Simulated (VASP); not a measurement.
# FeO (Fm-3m) in VASP: notebook

Aim: see how the results for FeO move with the level of theory and the settings. Levels: RPBE+D3(BJ), PBE+D4, RPBE, PBE. Tasks: relaxation of cell and atoms, single point.

All numbers are computed with VASP 6.6.1; they aren't measurements. Logs are shortened: lines on timing, memory, paths and dates and some standing lists are left out, and cuts for length are marked.

**Measured values to compare with.**

From “W\"ustite: Electric, thermodynamic and optical properties of FeO”, 2012, arxiv:1203.1201, for a bulk crystal of FeO: band gap 2.4 eV (optical).

The runs below are set against these values where they give the same quantity.

### 1 The cell of the first run

The structure is cubic, space group Fm-3m (No. 225). Conventional cell: a = 4.311 Å, b = 4.311 Å, c = 4.311 Å, α = 90.00°, β = 90.00°, γ = 90.00°. Within 2.9 Å of Fe (site symmetry m-3m) lie 6 O at 2.16 Å. O (site symmetry m-3m) has 6 Fe at 2.16 Å within 2.9 Å.

### 2 Relaxation of cell and atoms, RPBE+D3(BJ), collinear spin, ferromagnetic start

Contents of INCAR:

```
SYSTEM = FeO
ALGO = Normal ; EDIFF = 1E-7
EDIFFG = -0.02 ; ENCUT = 600
GGA = RP ; IBRION = 2
ISIF = 3 ; ISMEAR = -1
ISPIN = 2 ; IVDW = 12
LASPH = .TRUE. ; LCHARG = .FALSE.
LMAXMIX = 4 ; LORBIT = 11
LREAL = .FALSE. ; LWAVE = .FALSE.
MAGMOM = 3 0 ; NELM = 150
NSW = 80 ; PREC = Accurate
SIGMA = 0.05
```

Contents of KPOINTS:

```
k-points
0
G
  11 11 11
  0 0 0
```

Contents of POSCAR:

```
FeO
1.0
    0.0000000000      2.1554000000      2.1554000000
    2.1554000000      0.0000000000      2.1554000000
    2.1554000000      2.1554000000      0.0000000000
Fe O
1 1
Direct
    0.0000000000      0.0000000000      0.0000000000
    0.5000000000      0.5000000000      0.5000000000
```

Potentials or basis: VASP PAW PBE potentials, release 64 (Fe, O).

Run with:

```sh
> cat potpaw_PBE.64/Fe/POTCAR potpaw_PBE.64/O/POTCAR > POTCAR
> mpirun -np 1 vasp_std > vasp.out
```

OUTCAR:

```text
SYSTEM = FeO
   EDIFF = 1E-7
   EDIFFG = -0.02
   ENCUT = 600
   GGA = RP
   IBRION = 2
   ISIF = 3
   ISMEAR = -1
   ISPIN = 2
   IVDW = 12
   LASPH = .TRUE.
   LORBIT = 11
   LREAL = .FALSE.
   NELM = 150
   NSW = 80
   PREC = Accurate
 IVDW          = 12

 ion  position               nearest neighbor table
   1  0.000  0.000  0.000-   2 2.16   2 2.16   2 2.16   2 2.16   2 2.16   2 2.16
   2  0.500  0.500  0.500-   1 2.16   1 2.16   1 2.16   1 2.16   1 2.16   1 2.16

  LATTYP: Found a face centered cubic cell.
 ALAT       =     4.3108000000

  Lattice vectors:

 A1 = (   0.0000000000,   2.1554000000,   2.1554000000)
 A2 = (   2.1554000000,   0.0000000000,   2.1554000000)
 A3 = (   2.1554000000,   2.1554000000,   0.0000000000)

Analysis of symmetry for initial positions (statically):
=====================================================================
 Subroutine PRICEL returns:
 Original cell was already a primitive cell.

 Routine SETGRP: Setting up the symmetry group for a
 face centered cubic supercell.

 Subroutine GETGRP returns: Found 48 space group operations
 (whereof 48 operations were pure point group operations)
 out of a pool of 48 trial point group operations.

The static configuration has the point symmetry O_h .

Analysis of symmetry for dynamics (positions and initial velocities):
=====================================================================
 Subroutine PRICEL returns:
 Original cell was already a primitive cell.

 Routine SETGRP: Setting up the symmetry group for a
 face centered cubic supercell.

 Subroutine GETGRP returns: Found 48 space group operations
 (whereof 48 operations were pure point group operations)
 out of a pool of 48 trial point group operations.

The dynamic configuration has the point symmetry O_h .

Analysis of structural, dynamic, and magnetic symmetry:
=====================================================================
 Subroutine PRICEL returns:
 Original cell was already a primitive cell.

 Routine SETGRP: Setting up the symmetry group for a
 face centered cubic supercell.

 Subroutine GETGRP returns: Found 48 space group operations
 (whereof 48 operations were pure point group operations)
 out of a pool of 48 trial point group operations.

The overall configuration has the point symmetry O_h .

 Subroutine INISYM returns: Found 48 space group operations
 (whereof 48 operations are pure point group operations),
 and found     1 'primitive' translations

----------------------------------------------------------------------------------------

                                     Primitive cell

  volume of cell :      20.0269

  direct lattice vectors                    reciprocal lattice vectors
     0.000000000  2.155400000  2.155400000    -0.231975503  0.231975503  0.231975503
     2.155400000  0.000000000  2.155400000     0.231975503 -0.231975503  0.231975503
     2.155400000  2.155400000  0.000000000     0.231975503  0.231975503 -0.231975503

  length of vectors
     3.048195912  3.048195912  3.048195912     0.401793358  0.401793358  0.401793358
[... 106 lines left out ...]
   GGA     = RP    functional components
   LHFCALC =     F    Hartree Fock is set to
   AEXX    =    0.0000 exact exchange contribution
   IVDW    =    12    specifies the selected vdW correction
   LEPSILON=     F    determine dielectric tensor
   LRPA    =     F    only Hartree local field effects (RPA)
 conjugate gradient relaxation of ions
 spin polarized calculation
  energy-cutoff  :      600.00
  volume of cell :       20.03
 maximum number of plane-waves:       678
   NGX = 13   NGY = 13   NGZ = 13

--------------------------------------- Ionic step        1  -------------------------------------------

 number of electron      13.9999999 magnetization       4.0002182

 Free energy of the ion-electron system (eV)
  ---------------------------------------------------
  ext. energy  EPLUGINS =         0.00000000
  ---------------------------------------------------
  free energy    TOTEN  =       -14.12758020 eV

  energy without entropy =      -14.11570289  energy(sigma->0) =      -14.12164155

------------------------ aborting loop because EDIFF is reached ----------------------------------------

 Edisp (eV)   -1.73019

 E8    (eV) :    -1.0291
[... 71 lines left out ...]
--------------------------------------- Ionic step        3  -------------------------------------------

 number of electron      14.0000001 magnetization       3.9996185

 Free energy of the ion-electron system (eV)
  ---------------------------------------------------
  ext. energy  EPLUGINS =         0.00000000
  ---------------------------------------------------
  free energy    TOTEN  =       -14.05191944 eV

  energy without entropy =      -14.04100993  energy(sigma->0) =      -14.04646468

 E-fermi :   7.0114     XC(G=0): -12.3253

 val. band max:        7.0057651192   @ k =  -0.2727   0.3636   0.0909
 cond. band min:       7.0118702112   @ k =  -0.3636   0.2727   0.0909
 fundamental gap:      0.0061050920
 Fermi energy:         7.0113641348

 spin component 1

 k-point     1 :       0.0000    0.0000    0.0000
  band No.  band energies     occupation
      1     -14.2953      1.00000
      2       2.9785      1.00000
      3       2.9785      1.00000
      4       2.9785      1.00000
      5       3.0061      1.00000
      6       3.0061      1.00000
      7       3.0061      1.00000
      8       3.2460      1.00000
      9       3.2460      1.00000
     10       7.4311      0.00023
     11      22.7129      0.00000
     12      24.5365      0.00000
     13      24.5365      0.00000
[... 356 lines left out ...]
      2      -0.6328      1.00000
      3       0.4822      1.00000
      4       0.9961      1.00000
      5       3.3934      1.00000
      6       3.7182      1.00000
      7       4.2938      1.00000
      8       4.4144      1.00000
      9       6.3606      1.00000
     10      11.1073      0.00000
     11      17.8915      0.00000
     12      19.3819      0.00000
     13      22.6405      0.00000

 [... further k-points ...]

 spin component 2

 k-point     1 :       0.0000    0.0000    0.0000
  band No.  band energies     occupation
      1     -13.7483      1.00000
      2       3.5651      1.00000
      3       3.5651      1.00000
      4       3.5651      1.00000
      5       6.2052      1.00000
      6       6.2055      1.00000
      7       6.2055      1.00000
      8       7.2291      0.01269
      9       7.2294      0.01260
     10       8.2380      0.00000
     11      22.5687      0.00000
     12      25.4143      0.00000
     13      25.4143      0.00000
[... 401 lines left out ...]
  FREE ENERGIE OF THE ION-ELECTRON SYSTEM (eV)
  ---------------------------------------------------
  free  energy   TOTEN  =       -15.8969778474 eV

  energy  without entropy=      -15.8860683420  energy(sigma->0) =      -15.89152309

 reached required accuracy - stopping structural energy minimisation

 total charge

# of ion       s       p       d       tot
------------------------------------------
    1        0.301   0.396   6.121   6.818
    2        1.558   3.481   0.000   5.039
--------------------------------------------------
tot          1.859   3.877   6.121  11.857

 magnetization (x)

# of ion       s       p       d       tot
------------------------------------------
    1        0.026   0.021   3.571   3.618
    2        0.032   0.279   0.000   0.311
--------------------------------------------------
tot          0.058   0.300   3.571   3.928
```

OSZICAR:

```text
N       E                     dE             d eps       ncg     rms          rms(c)
DAV:   1     0.870073313539E+02    0.87007E+02   -0.77035E+03  3005   0.139E+03
DAV:   2    -0.983386771882E+01   -0.96841E+02   -0.84569E+02  3095   0.271E+02
DAV:   3    -0.164351737206E+02   -0.66013E+01   -0.63799E+01  3412   0.799E+01
[... 33 lines left out ...]
DAV:   6    -0.140519143834E+02   -0.71693E-04   -0.59422E-05  4015   0.155E-01    0.308E-02
DAV:   7    -0.140519174374E+02   -0.30540E-05   -0.82234E-06  3345   0.310E-02    0.168E-02
DAV:   8    -0.140519190881E+02   -0.16507E-05   -0.66543E-07  2972   0.127E-02    0.432E-03
DAV:   9    -0.140519194037E+02   -0.31554E-06   -0.52723E-07  2987   0.999E-03    0.946E-04
DAV:  10    -0.140519194363E+02   -0.32626E-07   -0.20367E-08  1471   0.238E-03
   3 F= -.15896978E+02 E0= -.15891523E+02  d E =-.392099E-01  mag=     3.9996
```

Run time: 1.8 min. Hardware: 1 thread of Intel Xeon 8259CL, shared host; peak memory 0.19 GiB.

What came out:

```
Free energy                                           : -15.8970 eV
Relaxed volume                                        : 9.46 Å³/atom
Relaxed cell                                          : a = 2.991 Å, b = 2.991 Å, c = 2.991 Å, α = 60.00°, β = 60.00°, γ = 60.00°
Space group after relaxing (to 0.1 Å)                 : Fm-3m (No. 225)
Energy gained by relaxing                             : 19.6 meV/atom
Ionic steps                                           : 3
Pressure after relaxing                               : -0.1 GPa
Band gap on the k mesh                                : zero (filled and empty bands overlap)
Net moment                                            : 4.00 μB per cell
Site moments                                          : Fe +3.62; O +0.31 μB
Valence electrons inside the program's atomic spheres : Fe 6.82; O 5.04
Dispersion energy per atom                            : -0.923 eV
```

Step by step:
| step | energy change (eV) | largest force (eV/Å) | pressure (GPa) | volume (Å³) |
| --- | --- | --- | --- | --- |
| 1 | 0.0000 | 0.0000 | -10.80 | 20.03 |
| 2 | -0.0150 | 0.0000 | 10.15 | 18.13 |
| 3 | -0.0392 | 0.0000 | -0.05 | 18.93 |

Final structure:
```
Fe O
1.0
     0.00000    2.11530    2.11530
     2.11530    0.00000    2.11530
     2.11530    2.11530    0.00000
Fe O
1 1
Cartesian
  0.0000 0.0000 0.0000
  2.1153 2.1153 2.1153
```

Levels at points of the mesh, in eV from the Fermi level:
Spin up:
```csv
k point,band 5,band 6,band 7,band 8,band 9,band 10,band 11,band 12,band 13
"(0.00, 0.00, 0.00)",-4.01,-4.01,-4.01,-3.77,-3.77,0.42,15.70,17.53,17.53
```
Spin down:
```csv
k point,band 2,band 3,band 4,band 5,band 6,band 7,band 8,band 9
"(0.00, 0.00, 0.00)",-3.45,-3.45,-3.45,-0.81,-0.81,-0.81,0.22,0.22
```

Caveat: the PAW data sets were made with another functional, which shifts forces and pressure a little; a cell with one magnetic atom can't hold antiferromagnetic order, which such compounds often take; semilocal functionals often make such compounds metallic where correlation or magnetic order opens a gap, which also shifts bond lengths. With open d or f shells a metallic result of RPBE can be an artefact of self-interaction; +U or a hybrid may open a gap.

[end of part 1 of 2]
